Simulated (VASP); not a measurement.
# Yb (Im-3m) in VASP: notebook

The runs below take Yb through single point, with PBE.

All numbers are computed with VASP 6.6.1; they aren't measurements. Logs are shortened: lines on timing, memory, paths and dates and some standing lists are left out, and cuts for length are marked.

**1. The cell of the first run**

The structure is cubic, space group Im-3m (No. 229). Conventional cell: a = 3.996 Å, b = 3.996 Å, c = 3.996 Å, α = 90.00°, β = 90.00°, γ = 90.00°. Yb (site symmetry m-3m) has 14 Yb at 3.46 to 4.00 Å within 4.5 Å.

**2. Single point, PBE (volume scaled by 0.92)**

Contents of INCAR:

```
  PREC = Accurate
  ENCUT = 520
  EDIFF = 1E-6
  ISMEAR = -1
  SIGMA = 0.1
  LREAL = False
  LASPH = True
  NELM = 60
  ALGO = Normal
  ISIF = 2
  LWAVE = False
  LCHARG = False
  GGA = PE
  NBANDS = 18
```

Contents of KPOINTS:

```
regular mesh
0
Gamma
  12 12 12
```

Contents of POSCAR:

```
Yb
1.0
   -1.9979230134      1.9979230134      1.9979230134
    1.9979230134     -1.9979230134      1.9979230134
    1.9979230134      1.9979230134     -1.9979230134
Yb
1
Direct
    0.0000000000      0.0000000000      0.0000000000
```

Potentials or basis: VASP PAW PBE potentials, release 64 (Yb).

Command:

```console
$ cat potpaw_PBE.64/Yb/POTCAR > POTCAR
$ mpirun -np 1 vasp_std > vasp.out
```

OUTCAR:

```text
PREC = Accurate
   ENCUT = 520
   EDIFF = 1E-6
   ISMEAR = -1
   LREAL = False
   LASPH = True
   NELM = 60
   ISIF = 2
   GGA = PE

 ion  position               nearest neighbor table
   1  0.000  0.000  0.000-

  LATTYP: Found a body centered cubic cell.
 ALAT       =     3.9958460268

  Lattice vectors:

 A1 = (  -1.9979230134,   1.9979230134,   1.9979230134)
 A2 = (   1.9979230134,  -1.9979230134,   1.9979230134)
 A3 = (   1.9979230134,   1.9979230134,  -1.9979230134)

Analysis of symmetry for initial positions (statically):
=====================================================================
 Subroutine PRICEL returns:
 Original cell was already a primitive cell.

 Routine SETGRP: Setting up the symmetry group for a
 body centered cubic supercell.

 Subroutine GETGRP returns: Found 48 space group operations
 (whereof 48 operations were pure point group operations)
 out of a pool of 48 trial point group operations.

The static configuration has the point symmetry O_h .

Analysis of symmetry for dynamics (positions and initial velocities):
=====================================================================
 Subroutine PRICEL returns:
 Original cell was already a primitive cell.

 Routine SETGRP: Setting up the symmetry group for a
 body centered cubic supercell.

 Subroutine GETGRP returns: Found 48 space group operations
 (whereof 48 operations were pure point group operations)
 out of a pool of 48 trial point group operations.

The dynamic configuration has the point symmetry O_h .

 Subroutine INISYM returns: Found 48 space group operations
 (whereof 48 operations are pure point group operations),
 and found     1 'primitive' translations

----------------------------------------------------------------------------------------

                                     Primitive cell

  volume of cell :      31.9004

  direct lattice vectors                    reciprocal lattice vectors
    -1.997923013  1.997923013  1.997923013     0.000000000  0.250259893  0.250259893
     1.997923013 -1.997923013  1.997923013     0.250259893  0.000000000  0.250259893
     1.997923013  1.997923013 -1.997923013     0.250259893  0.250259893  0.000000000

  length of vectors
     3.460504169  3.460504169  3.460504169     0.353920935  0.353920935  0.353920935

  position of ions in fractional coordinates (direct lattice)
     0.000000000  0.000000000  0.000000000

  ion indices of the primitive-cell ions
   primitive index   ion index
                 1           1

----------------------------------------------------------------------------------------

 KPOINTS: regular mesh

Automatic generation of k-mesh.
 Grid dimensions read from file:
 generate k-points for:   12   12   12

 Generating k-lattice:

  Cartesian coordinates                     Fractional coordinates (reciprocal lattice)
     0.000000000  0.020854991  0.020854991     0.083333333  0.000000000  0.000000000
     0.020854991  0.000000000  0.020854991     0.000000000  0.083333333  0.000000000
     0.020854991  0.020854991  0.000000000     0.000000000  0.000000000  0.083333333

  Length of vectors
     0.029493411  0.029493411  0.029493411

  Shift w.r.t. Gamma in fractional coordinates (k-lattice)
     0.000000000  0.000000000  0.000000000

 Subroutine IBZKPT returns following result:
 ===========================================

 Found     72 irreducible k-points:

 Following reciprocal coordinates:
            Coordinates               Weight
  0.000000  0.000000  0.000000      1.000000
  0.083333  0.000000  0.000000     12.000000
  0.166667  0.000000  0.000000     12.000000
  0.250000  0.000000  0.000000     12.000000
  0.333333  0.000000  0.000000     12.000000
  0.416667  0.000000  0.000000     12.000000
[... 16 lines left out ...]
  0.333333  0.083333  0.083333     24.000000
  0.416667  0.083333  0.083333     12.000000
 [... further k-points ...]
   k-points           NKPTS =     72   k-points in BZ     NKDIM =     72   number of bands    NBANDS=     18
   number of dos      NEDOS =    301   number of ions     NIONS =      1
   total plane-waves  NPLWV =  21952
   dimension x,y,z NGX =    28 NGY =   28 NGZ =   28
   dimension x,y,z NGXF=    56 NGYF=   56 NGZF=   56
   ions per type =               1
   NGX,Y,Z   is equivalent  to a cutoff of  13.45, 13.45, 13.45 a.u.
   NGXF,Y,Z  is equivalent  to a cutoff of  26.90, 26.90, 26.90 a.u.
 SYSTEM =  unknown system
   PREC   = accura    normal or accurate (medium, high low for compatibility)
   ISTART =      0    job   : 0-new  1-cont  2-samecut
   ICHARG =      2    charge: 1-file 2-atom 10-const
   ISPIN  =      1    spin polarized calculation?
   LNONCOLLINEAR =      F non collinear calculations
   LSORBIT =      F    spin-orbit coupling
   LASPH  =      T    aspherical Exc in radial PAW
   ENCUT  =  520.0 eV  38.22 Ry    6.18 a.u.   6.43  6.43  6.43*2*pi/ulx,y,z
   NELM   =     60;   NELMIN=  2; NELMDL= -5     # of ELM steps
   EDIFF  = 0.1E-05   stopping-criterion for ELM
   LREAL  =      F    real-space projection
   EDIFFG = 0.1E-04   stopping-criterion for IOM
   NSW    =      0    number of steps for IOM
   IBRION =     -1    ionic relax: 0-MD 1-quasi-New 2-CG
   NFREE  =      0    steps in history (QN), initial steepest desc. (CG)
   ISIF   =      2    stress and relaxation
   ISYM   =      2    0-nonsym 1-usesym 2-fastsym
   POTIM  = 0.5000    time-step for ionic-motion
   TEBEG  =    0.0;   TEEND  =   0.0 temperature during run
   PSTRESS=    0.0 pullay stress
   NELECT =      24.0000    total number of electrons
   NUPDOWN=      -1.0000    fix difference up-down
   EMIN   =  10.00;   EMAX   =-10.00  energy-range for DOS
   EFERMI =   0.00;   METHOD = LEGACY
   ISMEAR =    -1;   SIGMA  =   0.10  broadening in eV -4-tet -1-fermi 0-gaus
   EFERMI_NEDOS =   21; number of points for ismear=-14 and -15
   IALGO  =     38    algorithm
   IMIX   =      4    mixing-type and parameters
     AMIX     =   0.40;   BMIX     =  1.00
     AMIX_MAG =   1.60;   BMIX_MAG =  1.00
  volume/ion in A,a.u.               =      31.90       215.27
  Fermi-wavevector in a.u.,A,eV,Ry     =   1.488949  2.813706 30.163697  2.216969
  Thomas-Fermi vector in A             =   2.601919
   LORBIT       =      0    0 simple, 1 ext, 2 COOP (PROOUT), +10 PAW based schemes
   GGA     = PE    functional components
   LHFCALC =     F    Hartree Fock is set to
   AEXX    =    0.0000 exact exchange contribution
   IVDW    =     0    specifies the selected vdW correction
   LEPSILON=     F    determine dielectric tensor
   LRPA    =     F    only Hartree local field effects (RPA)
 non-spin polarized calculation
  energy-cutoff  :      520.00
  volume of cell :       31.90
 maximum number of plane-waves:       887
 NGX is ok and might be reduce to    28
   NGX = 13   NGY = 13   NGZ = 13

 number of electron      24.0000000 magnetization

 Free energy of the ion-electron system (eV)
  ---------------------------------------------------
  ext. energy  EPLUGINS =         0.00000000
  ---------------------------------------------------
  free energy    TOTEN  =        -3.59621113 eV

  energy without entropy =       -3.51966172  energy(sigma->0) =       -3.55793643

 E-fermi :   1.9782     XC(G=0):  -9.9847

 val. band max:        1.9651855370   @ k =  -0.4167   0.5000   0.2500
 cond. band min:       1.9979717743   @ k =   0.5000   0.5000   0.2500
 fundamental gap:      0.0327862373
 Fermi energy:         1.9781936353

 k-point     1 :       0.0000    0.0000    0.0000
  band No.  band energies     occupation
      1     -49.7546      2.00000
      2     -21.8363      2.00000
      3     -21.8363      2.00000
      4     -21.8363      2.00000
      5      -3.4413      2.00000
      6       1.3666      1.99560
[... 10 lines left out ...]
     17       7.0860      0.00000
     18      13.3872      0.00000

 k-point     2 :       0.0833    0.0000    0.0000
  band No.  band energies     occupation
      1     -49.7525      2.00000
      2     -21.8719      2.00000
      3     -21.8474      2.00000
      4     -21.8364      2.00000
      5      -3.2480      2.00000
      6       1.3671      1.99557
[... 10 lines left out ...]
     17       7.0841      0.00000
     18      13.5938      0.00000

 k-point     3 :       0.1667    0.0000    0.0000
  band No.  band energies     occupation
      1     -49.7468      2.00000
      2     -21.9676      2.00000
      3     -21.8777      2.00000
      4     -21.8368      2.00000
      5      -2.6950      2.00000
      6       1.3695      1.99547
[... 10 lines left out ...]
     17       7.1102      0.00000
     18      13.9350      0.00000

 k-point     4 :       0.2500    0.0000    0.0000
  band No.  band energies     occupation
      1     -49.7389      2.00000
      2     -22.0949      2.00000
      3     -21.9186      2.00000
      4     -21.8374      2.00000
      5      -1.8666      2.00000
      6       1.3759      1.99517
[... 10 lines left out ...]
     17       7.2252      0.00000
     18      13.4464      0.00000

 k-point     5 :       0.3333    0.0000    0.0000
  band No.  band energies     occupation
      1     -49.7311      2.00000
      2     -22.2184      2.00000
      3     -21.9592      2.00000
      4     -21.8379      2.00000
      5      -0.9264      2.00000
      6       1.3765      1.99514
[... 10 lines left out ...]
     17       7.9284      0.00000
     18      12.2952      0.00000

 k-point     6 :       0.4167    0.0000    0.0000
  band No.  band energies     occupation
      1     -49.7253      2.00000
      2     -22.3066      2.00000
      3     -21.9887      2.00000
      4     -21.8384      2.00000
      5      -0.1567      2.00000
      6       1.3725      1.99533
[... 307 lines left out ...]
 k-point    21 :       0.1667    0.0833    0.0833
  band No.  band energies     occupation
      1     -49.7366      2.00000
      2     -22.1321      2.00000
      3     -21.9069      2.00000
      4     -21.8649      2.00000
      5      -1.5363      2.00000
      6       1.3840      1.99476
[... 10 lines left out ...]
     17       7.2919      0.00000
     18      13.8776      0.00000

 k-point    22 :       0.2500    0.0833    0.0833
  band No.  band energies     occupation
      1     -49.7297      2.00000
      2     -22.2219      2.00000
      3     -21.9614      2.00000
      4     -21.8680      2.00000
      5      -0.5912      2.00000
      6       1.3866      1.99462
[... 10 lines left out ...]
     17       8.3948      0.00000
     18      11.9699      0.00000

 k-point    23 :       0.3333    0.0833    0.0833
  band No.  band energies     occupation
      1     -49.7246      2.00000
      2     -22.2828      2.00000
      3     -22.0047      2.00000
      4     -21.8703      2.00000
      5       0.2135      2.00000
      6       1.3830      1.99481
[... 10 lines left out ...]
     17       9.4163      0.00000
     18      10.6722      0.00000

 k-point    24 :       0.4167    0.0833    0.0833
  band No.  band energies     occupation
      1     -49.7228      2.00000
      2     -22.3043      2.00000
      3     -22.0211      2.00000
      4     -21.8712      2.00000
      5       0.5241      2.00000
      6       1.3811      1.99491
[... 10 lines left out ...]
     17       9.8331      0.00000
     18      10.3860      0.00000

 [... further k-points ...]
[... 5 lines left out ...]
  --------------------------------------------------------------------------------------
  -------------------------------------------------------------------------------------
  Total        0.4870559      0.4870559      0.4870559     -0.0000000     -0.0000000     -0.0000000
  in kB       24.4620645     24.4620645     24.4620645     -0.0000000     -0.0000000     -0.0000000
  external PRESSURE =      24.4620645 kB  Pullay stress =       0.0000000 kB

 VOLUME and BASIS-vectors are now :
 -----------------------------------------------------------------------------
  energy-cutoff  :      520.00
  volume of cell :       31.90
      direct lattice vectors                 reciprocal lattice vectors
    -1.997923013  1.997923013  1.997923013     0.000000000  0.250259893  0.250259893
     1.997923013 -1.997923013  1.997923013     0.250259893  0.000000000  0.250259893
     1.997923013  1.997923013 -1.997923013     0.250259893  0.250259893  0.000000000

 POSITION                                       TOTAL-FORCE (eV/Angst)
 -----------------------------------------------------------------------------------
      0.00000      0.00000      0.00000         0.000000     -0.000000     -0.000000
 -----------------------------------------------------------------------------------
    total drift:                                0.000000     -0.000000      0.000000

  FREE ENERGIE OF THE ION-ELECTRON SYSTEM (eV)
  ---------------------------------------------------
  free  energy   TOTEN  =        -3.5962111314 eV

  energy  without entropy=       -3.5196617223  energy(sigma->0) =       -3.55793643
```

Run time: 2.2 min. Hardware: 1 thread of AMD EPYC 7R43 (Zen 3), shared host; peak memory 0.16 GiB.

Results:

| Item | Value |
| --- | --- |
| Free energy | -3.5962 eV |
| Pressure | 2.4 GPa |
| Band gap on the k mesh | zero (band 12 reaches 2.39 eV, above the bottom of band 13 at 1.54 eV) |

Caveat: the cell differs from its parent crystal (volume scaled by 0.92); spin-orbit coupling is left out, which moves the levels of the heavy elements.

**3. Single point, PBE (volume scaled by 0.96)**

Contents of INCAR:

```
ALGO = Normal
EDIFF = 1E-6
ENCUT = 520
GGA = PE
ISIF = 2
ISMEAR = -1
LASPH = True
LCHARG = True
LELF = True
LREAL = False
LVHAR = True
LWAVE = False
NBANDS = 18
NELM = 60
PREC = Accurate
SIGMA = 0.1
```

Contents of KPOINTS:

```
k-points
0
Gamma
  12 12 12
```

Contents of POSCAR:

```
Yb
1.0
   -2.0264686274      2.0264686274      2.0264686274
    2.0264686274     -2.0264686274      2.0264686274
    2.0264686274      2.0264686274     -2.0264686274
Yb
1
Direct
    0.0000000000      0.0000000000      0.0000000000
```

Potentials or basis: VASP PAW PBE potentials, release 64 (Yb).

Command:

```console
$ cat potpaw_PBE.64/Yb/POTCAR > POTCAR
$ mpirun -np 1 vasp_std > vasp.out
```

Run time: 2.7 min. Hardware: 1 thread of AMD EPYC 7R43 (Zen 3), shared host; peak memory 0.16 GiB.

It converged, with:

| Item | Value |
| --- | --- |
| Free energy | -3.6073 eV |
| Pressure | -0.3 GPa |
| Band gap on the k mesh | zero (band 12 reaches 2.23 eV, above the bottom of band 13 at 1.40 eV) |

Levels at points of the mesh, in eV from the Fermi level:
```tsv
k point	band 9	band 10	band 11	band 12	band 13	band 14	band 15	band 16
(0.00, 0.00, 0.00)	-0.46	-0.46	-0.46	-0.42	2.95	2.95	2.95	4.98
(0.50, 0.00, 0.00)	-0.49	-0.48	-0.46	-0.44	0.77	1.22	4.74	5.79
(0.50, 0.50, 0.50)	-0.55	-0.55	-0.44	-0.44	-0.44	5.62	5.62	5.62
```

Caveat: the cell differs from its parent crystal (volume scaled by 0.96); spin-orbit coupling is left out, which moves the levels of the heavy elements. Spin polarisation is off, so any magnetic state and its effect on volume and gap are missing.

**4. Single point, PBE**

This run uses another cell than the first one, of 34.67 Å³/atom, 1.087 times its volume.

Contents of INCAR:

```
SYSTEM = Yb
  PREC = Accurate
  ENCUT = 520
  EDIFF = 1E-6
  ISMEAR = -1
  SIGMA = 0.1
  LREAL = .False.
  LASPH = .True.
  NELM = 80
  ALGO = Normal
  ISIF = 2
  LWAVE = .False.
  LCHARG = .True.
  GGA = PE
  LELF = .True.
  LVHAR = .True.
  NBANDS = 18
```

Contents of KPOINTS:

```
Automatic mesh
0
Gamma
  12 12 12
  0 0 0
```

Contents of POSCAR:

```
Yb
1.0
   -2.0542319216      2.0542319216      2.0542319216
    2.0542319216     -2.0542319216      2.0542319216
    2.0542319216      2.0542319216     -2.0542319216
Yb
1
Direct
    0.0000000000      0.0000000000      0.0000000000
```

Command:

```console
$ cat potpaw_PBE.64/Yb/POTCAR > POTCAR
$ mpirun -np 1 vasp_std > vasp.out
```

Wall time 2.7 min (1 thread of AMD EPYC 7R43 (Zen 3), shared host); peak memory 0.16 GiB.

It converged, with:

```yaml
Free_energy: -3.6097 eV
Pressure: -1.8 GPa
Band_gap_on_the_k_mesh: zero (band 12 reaches 2.08 eV, above the bottom of band 13 at 1.26 eV)
```

Levels at points of the mesh, in eV from the Fermi level:
| k point | band 9 | band 10 | band 11 | band 12 | band 13 | band 14 | band 15 | band 16 |
| --- | --- | --- | --- | --- | --- | --- | --- | --- |
| (0.00, 0.00, 0.00) | -0.46 | -0.46 | -0.46 | -0.43 | 2.90 | 2.90 | 2.90 | 4.86 |
| (0.50, 0.00, 0.00) | -0.49 | -0.48 | -0.46 | -0.44 | 0.65 | 1.24 | 4.59 | 5.62 |
| (0.50, 0.50, 0.50) | -0.55 | -0.55 | -0.45 | -0.45 | -0.45 | 5.36 | 5.36 | 5.36 |

Caveat: spin-orbit coupling is left out, which moves the levels of the heavy elements.

**5. Single point, PBE (volume scaled by 1.04)**

Contents of INCAR:

```
SYSTEM = Yb
PREC = Accurate
ENCUT = 520
EDIFF = 1E-6
ISMEAR = -1
SIGMA = 0.1
LREAL = .False.
LASPH = .True.
NELM = 80
ALGO = Normal
ISIF = 2
LWAVE = .False.
LCHARG = .False.
GGA = PE
NBANDS = 18
```

KPOINTS is that of step 4.

Contents of POSCAR:

```
Yb
1.0
   -2.0812643890      2.0812643890      2.0812643890
    2.0812643890     -2.0812643890      2.0812643890
    2.0812643890      2.0812643890     -2.0812643890
Yb
1
Direct
    0.0000000000      0.0000000000      0.0000000000
```

Command:

```console
$ cat potpaw_PBE.64/Yb/POTCAR > POTCAR
$ mpirun -np 1 vasp_std > vasp.out
```

It took 2.7 min on 1 thread of AMD EPYC 7R43 (Zen 3), shared host; peak memory 0.17 GiB.

It converged, with:

| Property | Result |
| --- | --- |
| Free energy | -3.6051 eV |
| Pressure | -0.7 GPa |
| Band gap on the k mesh | zero (band 12 reaches 1.94 eV, above the bottom of band 13 at 1.14 eV) |

Levels at points of the mesh, in eV from the Fermi level:
| k point | band 9 | band 10 | band 11 | band 12 | band 13 | band 14 | band 15 | band 16 |
| --- | --- | --- | --- | --- | --- | --- | --- | --- |
| (0.00, 0.00, 0.00) | -0.46 | -0.46 | -0.46 | -0.43 | 2.86 | 2.86 | 2.86 | 4.74 |
| (0.50, 0.00, 0.00) | -0.49 | -0.48 | -0.46 | -0.45 | 0.55 | 1.25 | 4.46 | 5.47 |
| (0.50, 0.50, 0.50) | -0.54 | -0.54 | -0.45 | -0.45 | -0.45 | 5.12 | 5.12 | 5.12 |

Caveat: the cell differs from its parent crystal (volume scaled by 1.04); spin-orbit coupling is left out, which moves the levels of the heavy elements. Spin polarisation is off, so any magnetic state and its effect on volume and gap are missing.

(Continued in part 2 of 2.)
